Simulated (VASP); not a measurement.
# Si47C48N (a cell with a defect) in VASP: single point with PBEsol

Aim: the single point of Si47C48N (a cell with a defect) with PBEsol.

All numbers are computed with VASP 6.6.1; they aren't measurements. Logs are shortened: lines on timing, memory, paths and dates and some standing lists are left out, and cuts for length are marked.

## 1. The cell of the first run

The cell holds a defect, 96 atoms: a = 9.234 Å, b = 10.663 Å, c = 10.076 Å, α = 90.00°, β = 90.00°, γ = 90.00°.

## 2. Single point, PBEsol

INCAR reads:

```
SYSTEM = Si47C48N
ALGO = Normal ; EDIFF = 1E-6
ENCUT = 520 ; GGA = PS
GGA_COMPAT = .False. ; ISIF = 2
ISMEAR = -1 ; LASPH = .True.
LCHARG = .False. ; LREAL = Auto
LWAVE = .False. ; NBANDS = 246
NELECT = 384.0 ; NELM = 120
PREC = Accurate ; SIGMA = 0.05
```

KPOINTS reads:

```
k-points
0
Gamma
  1 1 1
  0 0 0
```

POSCAR reads:

```
Si47C48N
1.0
    9.2342040000      0.0000000000      0.0000000000
    0.0000000000     10.6627400000      0.0000000000
    0.0000000000      0.0000000000     10.0759470000
Si N C
47 1 48
Direct
    0.0022840000      0.0003110000      0.5003380000
    0.3333120000      0.9982320000      0.5007090000
    0.1713720000      0.2520100000      0.5016200000
    0.0022480000      0.5025500000      0.5015130000
    0.6644460000      0.0003260000      0.5003650000
    0.4950110000      0.2521890000      0.5016550000
    0.1665650000      0.7452150000      0.5018030000
    0.8333530000      0.2500190000      0.5002970000
    0.6644740000      0.5028300000      0.5016720000
    0.5002880000      0.7451780000      0.5018390000
    0.8334380000      0.7521460000      0.5010990000
    0.0005840000      0.1675610000      0.2496410000
    0.3331230000      0.1663570000      0.2502010000
    0.1704030000      0.4187600000      0.2510920000
    0.9994760000      0.6670200000      0.2504760000
    0.6656570000      0.1676300000      0.2495990000
    0.4955830000      0.4189060000      0.2511370000
    0.3332140000      0.6624840000      0.2513000000
    0.1671450000      0.9157840000      0.2498770000
    0.8332060000      0.4164640000      0.2492800000
    0.6668660000      0.6670280000      0.2504760000
    0.4991820000      0.9157920000      0.2498160000
    0.8331420000      0.9176790000      0.2504470000
    0.1666760000      0.0832500000      0.7508540000
    0.9995450000      0.3332080000      0.7502250000
    0.4996010000      0.0832840000      0.7508630000
    0.3331270000      0.3334270000      0.7444660000
    0.1663180000      0.5834130000      0.7444380000
    0.9997810000      0.8338570000      0.7509770000
    0.8331660000      0.0832630000      0.7502450000
    0.6667570000      0.3332240000      0.7502170000
    0.5000300000      0.5834170000      0.7444730000
    0.3331530000      0.8335120000      0.7505480000
    0.8331940000      0.5840940000      0.7511950000
    0.6665710000      0.8338660000      0.7509560000
    0.0001410000      0.0002060000      0.0006700000
    0.3331400000      0.0003900000      0.0003650000
    0.1668420000      0.2512630000      0.9992960000
    0.0008160000      0.4996420000      0.9996380000
    0.6661410000      0.0002240000      0.0006630000
    0.4994060000      0.2513130000      0.9993110000
    0.3330790000      0.5000820000      0.9970620000
    0.1674310000      0.7492540000      0.9995330000
    0.8331410000      0.2496270000      0.9999180000
    0.6654900000      0.4996070000      0.9996850000
    0.4988750000      0.7492630000      0.9995200000
    0.8331380000      0.7503420000      0.0008050000
    0.3338680000      0.5003460000      0.4999480000
    0.0005600000      0.0002750000      0.1882980000
    0.3331990000      0.9998770000      0.1876330000
    0.1675940000      0.2517750000      0.1884060000
    0.0013220000      0.4999810000      0.1889610000
    0.6658120000      0.0003350000      0.1882990000
    0.4986980000      0.2518850000      0.1884980000
    0.3331080000      0.5001030000      0.1837970000
    0.1676710000      0.7483590000      0.1887300000
    0.8332020000      0.2500150000      0.1872910000
    0.6649290000      0.4999240000      0.1890490000
    0.4987870000      0.7483670000      0.1886480000
    0.8331870000      0.7505420000      0.1882360000
    0.0002830000      0.0002620000      0.6876670000
    0.3331000000      0.9998760000      0.6879360000
    0.1661880000      0.2498380000      0.6874930000
    0.9988800000      0.4999710000      0.6874710000
    0.6659100000      0.0002980000      0.6876660000
    0.4999620000      0.2498770000      0.6875150000
    0.3332270000      0.5000970000      0.6641980000
    0.1662620000      0.7503770000      0.6877060000
    0.8330880000      0.2499890000      0.6874340000
    0.6673130000      0.5000000000      0.6874920000
    0.4999880000      0.7503860000      0.6877330000
    0.8331170000      0.7505670000      0.6883800000
    0.0029210000      0.1700220000      0.4379060000
    0.3332490000      0.1650070000      0.4383300000
    0.1863060000      0.4266180000      0.4448220000
    0.9987420000      0.6673950000      0.4385370000
    0.6634520000      0.1701300000      0.4378710000
    0.4792880000      0.4272630000      0.4452970000
    0.3334930000      0.6455170000      0.4453730000
    0.1689570000      0.9125010000      0.4380360000
    0.8332670000      0.4164990000      0.4376280000
    0.6680350000      0.6674600000      0.4385160000
    0.4976300000      0.9124720000      0.4380220000
    0.8332970000      0.9193820000      0.4385730000
    0.1666850000      0.0840950000      0.9388200000
    0.9996220000      0.3333590000      0.9379810000
    0.4995880000      0.0841330000      0.9388400000
    0.3331070000      0.3354040000      0.9336870000
    0.1681140000      0.5824270000      0.9337970000
    0.0004040000      0.8331820000      0.9390810000
    0.8331510000      0.0829500000      0.9383050000
    0.6666680000      0.3333400000      0.9379850000
    0.4982140000      0.5823520000      0.9338860000
    0.3331580000      0.8335720000      0.9382770000
    0.8331330000      0.5832730000      0.9394870000
    0.6658940000      0.8331860000      0.9390780000
```

Potentials or basis: VASP PAW PBE potentials, release 64 (Si, N, C).

Command:

```bash
$ cat potpaw_PBE.64/Si/POTCAR potpaw_PBE.64/N/POTCAR potpaw_PBE.64/C/POTCAR > POTCAR
$ mpirun -np 1 vasp_gam > vasp.out
```

OUTCAR:

```text
SYSTEM = Si47C48N
   EDIFF = 1E-6
   ENCUT = 520
   GGA = PS
   ISIF = 2
   ISMEAR = -1
   LASPH = .True.
   LREAL = Auto
   NELECT = 384.0
   NELM = 120
   PREC = Accurate

 ion  position               nearest neighbor table
   1  0.002  0.000  0.500-  61 1.89  84 1.89  80 1.91  73 1.92   2 3.06  11 3.07  24 3.08  19 3.08
                             8 3.09  29 3.09  23 3.09  12 3.09  30 3.09   3 3.10   7 3.11   5 3.12
   2  0.333  0.998  0.501-  83 1.88  80 1.88  74 1.89  62 1.89   1 3.06   5 3.06  33 3.07  22 3.08
                            19 3.08  26 3.09  24 3.09   3 3.09   6 3.09  13 3.10   7 3.11  10 3.11
   3  0.171  0.252  0.502-  74 1.87  63 1.87  73 1.90  75 1.95   6 2.99  27 3.00  13 3.08  14 3.09
                            25 3.09  24 3.09   2 3.09   4 3.09   1 3.10   8 3.12  12 3.12
   4  0.002  0.503  0.502-  76 1.87  64 1.87  81 1.92  75 1.97   7 3.00  28 3.01  15 3.08  11 3.08
                            34 3.09  25 3.09   3 3.09  14 3.09   8 3.11   9 3.12  20 3.12
   5  0.664  0.000  0.500-  65 1.89  84 1.89  83 1.91  77 1.92   2 3.06  11 3.07  26 3.08  22 3.08
                             8 3.09  35 3.09  23 3.09  30 3.09  16 3.09   6 3.11  10 3.11   1 3.12
   6  0.495  0.252  0.502-  74 1.87  66 1.87  77 1.90  78 1.96   3 2.99  27 3.00  13 3.08  17 3.09
                            31 3.09  26 3.09   2 3.09   9 3.10   5 3.11  16 3.12   8 3.12
   7  0.167  0.745  0.502-  76 1.87  68 1.87  80 1.90  79 1.96  28 2.99   4 3.00  11 3.08  15 3.08
                            10 3.08  18 3.08  33 3.09  29 3.09   2 3.11   1 3.11  19 3.12
   8  0.833  0.250  0.500-  81 1.88  69 1.89  73 1.89  77 1.89  25 3.08  31 3.08  30 3.08   5 3.09
                             1 3.09  12 3.09  20 3.09  16 3.09   4 3.11   9 3.11   3 3.12   6 3.12
   9  0.664  0.503  0.502-  82 1.87  70 1.87  81 1.92  78 1.97  10 3.00  32 3.00  21 3.08  34 3.08
[... 124 lines left out ...]
  95  0.833  0.583  0.939-  47 1.89  39 1.89  45 1.89  34 1.90
  96  0.666  0.833  0.939-  46 1.88  47 1.88  40 1.89  35 1.90

  LATTYP: Found a simple orthorhombic cell.
 ALAT       =     9.2342040000
 B/A-ratio  =     1.0911549063
 C/A-ratio  =     1.1547005026

  Lattice vectors:

 A1 = (  -9.2342040000,   0.0000000000,   0.0000000000)
 A2 = (   0.0000000000,   0.0000000000,  10.0759470000)
 A3 = (   0.0000000000,  10.6627400000,   0.0000000000)

Analysis of symmetry for initial positions (statically):
=====================================================================
 Subroutine PRICEL returns:
 Original cell was already a primitive cell.

 Routine SETGRP: Setting up the symmetry group for a
 simple orthorhombic supercell.

 Subroutine GETGRP returns: Found  1 space group operations
 (whereof  1 operations were pure point group operations)
 out of a pool of  8 trial point group operations.

The static configuration has the point symmetry C_1 .

Analysis of symmetry for dynamics (positions and initial velocities):
=====================================================================
[... 268 lines left out ...]
   EFERMI =   0.00;   METHOD = LEGACY
   ISMEAR =    -1;   SIGMA  =   0.05  broadening in eV -4-tet -1-fermi 0-gaus
   EFERMI_NEDOS =   21; number of points for ismear=-14 and -15
   IALGO  =     38    algorithm
   IMIX   =      4    mixing-type and parameters
     AMIX     =   0.40;   BMIX     =  1.00
     AMIX_MAG =   1.60;   BMIX_MAG =  1.00
  volume/ion in A,a.u.               =      10.33        69.74
  Fermi-wavevector in a.u.,A,eV,Ry     =   1.193073  2.254582 19.366863  1.423424
  Thomas-Fermi vector in A             =   2.329097
   LORBIT       =      0    0 simple, 1 ext, 2 COOP (PROOUT), +10 PAW based schemes
   GGA     = PS    functional components
   LHFCALC =     F    Hartree Fock is set to
   AEXX    =    0.0000 exact exchange contribution
   IVDW    =     0    specifies the selected vdW correction
   LEPSILON=     F    determine dielectric tensor
   LRPA    =     F    only Hartree local field effects (RPA)
 non-spin polarized calculation
  energy-cutoff  :      520.00
  volume of cell :      992.10
 maximum number of plane-waves:     13365
 NGX is ok and might be reduce to    70
   NGX = 35   NGY = 39   NGZ = 37

 number of electron     384.0000016 magnetization

 Free energy of the ion-electron system (eV)
  ---------------------------------------------------
  ext. energy  EPLUGINS =         0.00000000
  ---------------------------------------------------
  free energy    TOTEN  =      -766.59721149 eV

  energy without entropy =     -766.59721075  energy(sigma->0) =     -766.59721112

 E-fermi :   8.8867     XC(G=0): -11.4783

 val. band max:        8.0890434104   @ k =   0.0000   0.0000   0.0000
 cond. band min:       9.6526787237   @ k =   0.0000   0.0000   0.0000
 fundamental gap:      1.5636353133
 Fermi energy:         8.8866663272

 k-point     1 :       0.0000    0.0000    0.0000
  band No.  band energies     occupation
      1     -10.3539      2.00000
      2      -7.2880      2.00000
      3      -6.3507      2.00000
      4      -6.2703      2.00000
      5      -6.2398      2.00000
      6      -6.0876      2.00000
[... 196 lines left out ...]
    203      11.4570      0.00000
    204      11.6679      0.00000
 [bands above 204 left out]

------------------------ aborting loop because EDIFF is reached ----------------------------------------

  FORCE on cell =-STRESS in cart. coord.  units (eV):
  Direction    XX          YY          ZZ          XY          YZ          ZX
  --------------------------------------------------------------------------------------
  -------------------------------------------------------------------------------------
  Total      -11.5880439    -30.7713777    -27.3532919     -0.0600479      0.0670253      0.0194169
  in kB      -18.7139970    -49.6939324    -44.1739286     -0.0969738      0.1082418      0.0313571
  external PRESSURE =     -37.5272860 kB  Pullay stress =       0.0000000 kB

 VOLUME and BASIS-vectors are now :
 -----------------------------------------------------------------------------
  energy-cutoff  :      520.00
  volume of cell :      992.10
      direct lattice vectors                 reciprocal lattice vectors
     9.234204000  0.000000000  0.000000000     0.108293037  0.000000000  0.000000000
     0.000000000 10.662740000  0.000000000     0.000000000  0.093784524  0.000000000
     0.000000000  0.000000000 10.075947000     0.000000000  0.000000000  0.099246254

 POSITION                                       TOTAL-FORCE (eV/Angst)
 -----------------------------------------------------------------------------------
      0.02109      0.00332      5.04138         0.009159     -0.060327      0.072469
      3.07787     10.64389      5.04512        -0.000789     -0.065439      0.061863
      1.58248      2.68712      5.05430        -0.011124     -0.061742      0.051397
      0.02076      5.35856      5.05322         0.028714     -0.043950      0.075608
      6.13563      0.00348      5.04165        -0.054711     -0.045676      0.058761
      4.57103      2.68903      5.05465         0.007909     -0.046453      0.046193
[... 88 lines left out ...]
      7.69332      6.21929      9.46622         0.006955     -0.093286      0.101084
      6.14900      8.88405      9.46210        -0.003135     -0.091924      0.089881
 -----------------------------------------------------------------------------------
    total drift:                               -0.043005     -0.002931     -0.001716

  FREE ENERGIE OF THE ION-ELECTRON SYSTEM (eV)
  ---------------------------------------------------
  free  energy   TOTEN  =      -766.5972114923 eV

  energy  without entropy=     -766.5972107462  energy(sigma->0) =     -766.59721112
```

Run time: 11 min. Hardware: 1 thread of Oxide Virtual Turin-like, shared host; peak memory 0.85 GiB.

Results:

* Free energy: -766.5972 eV
* Largest force: 0.182 eV/Å

Forces on the atoms (eV/Å):
```
Si   0.009 -0.060  0.072
Si  -0.001 -0.065  0.062
Si  -0.011 -0.062  0.051
Si   0.029 -0.044  0.076
Si  -0.055 -0.046  0.059
Si   0.008 -0.046  0.046
Si  -0.028 -0.063  0.078
Si  -0.041 -0.043  0.060
Si  -0.095 -0.096  0.041
Si   0.001 -0.034  0.078
Si  -0.019 -0.063  0.069
Si   0.023  0.040 -0.108
Si   0.016  0.033 -0.108
Si  -0.028  0.013 -0.124
Si   0.017  0.042 -0.107
Si  -0.006  0.045 -0.091
Si   0.069  0.004 -0.081
Si   0.005  0.077 -0.115
Si   0.011  0.045 -0.105
Si  -0.013  0.024 -0.085
Si  -0.003  0.034 -0.112
Si   0.003  0.041 -0.092
Si   0.013  0.042 -0.122
Si  -0.005 -0.041 -0.109
Si  -0.004 -0.050 -0.113
Si  -0.010 -0.039 -0.110
Si  -0.006 -0.078 -0.090
Si  -0.040 -0.017 -0.117
Si  -0.001 -0.034 -0.107
Si  -0.007 -0.045 -0.112
Si  -0.019 -0.053 -0.113
Si   0.030 -0.013 -0.097
Si  -0.001 -0.042 -0.104
Si  -0.011 -0.039 -0.113
Si  -0.020 -0.031 -0.105
Si   0.002  0.063  0.054
Si   0.000  0.060  0.051
Si  -0.007  0.046  0.047
Si   0.015  0.058  0.052
Si   0.002  0.064  0.054
Si   0.008  0.047  0.052
Si   0.015  0.055 -0.001
Si  -0.005  0.070  0.057
Si   0.000  0.063  0.052
Si  -0.015  0.058  0.061
Si   0.011  0.059  0.053
Si   0.001  0.071  0.046
N   -0.119  0.090  0.104
C   -0.010 -0.040 -0.023
C   -0.007 -0.050 -0.031
C   -0.022 -0.021 -0.014
C    0.009 -0.053 -0.026
C   -0.005 -0.042 -0.035
C    0.001 -0.032 -0.024
C   -0.018 -0.031  0.030
C   -0.005 -0.055 -0.035
C   -0.005 -0.042 -0.038
C   -0.007 -0.049 -0.033
C   -0.018 -0.049 -0.027
C   -0.002 -0.040 -0.025
C    0.002  0.044 -0.042
C    0.015  0.047 -0.027
C    0.021  0.060 -0.022
C    0.044  0.025 -0.037
C    0.025  0.035 -0.037
C    0.006  0.048 -0.019
C    0.009  0.032 -0.149
C    0.027  0.031 -0.032
C    0.021  0.041 -0.033
C    0.007  0.030 -0.023
C   -0.004  0.034 -0.031
C    0.018  0.040 -0.023
C    0.006  0.091  0.061
C   -0.008  0.091  0.081
C    0.008  0.107  0.099
C    0.019  0.112  0.066
C    0.014  0.107  0.082
C    0.141  0.052  0.050
C    0.007 -0.033  0.119
C   -0.044  0.089  0.064
C   -0.003  0.079  0.045
C   -0.006  0.120  0.073
C    0.049  0.091  0.065
C    0.005  0.114  0.072
C   -0.002 -0.081  0.090
C    0.003 -0.101  0.087
C    0.000 -0.083  0.089
C    0.004 -0.097  0.070
C   -0.051 -0.097  0.094
C    0.013 -0.103  0.084
C   -0.001 -0.107  0.082
C    0.001 -0.092  0.086
C    0.027 -0.084  0.092
C   -0.004 -0.091  0.083
C    0.007 -0.093  0.101
C   -0.003 -0.092  0.090
```

Levels at points of the mesh, in eV from the Fermi level:
```tsv
k point	band 190	band 191	band 192	band 193	band 194	band 195
(0.00, 0.00, 0.00)	-0.87	-0.82	-0.80	0.77	1.30	1.60
```

Caveat: the k points lie up to 0.68 Å⁻¹ apart; the cell carries a net charge on a neutralising background, which shifts energy and pressure; the cell is charged against a uniform background, so pressure and absolute levels hang on convention; the PAW data sets were made with another functional, which shifts forces and pressure a little.
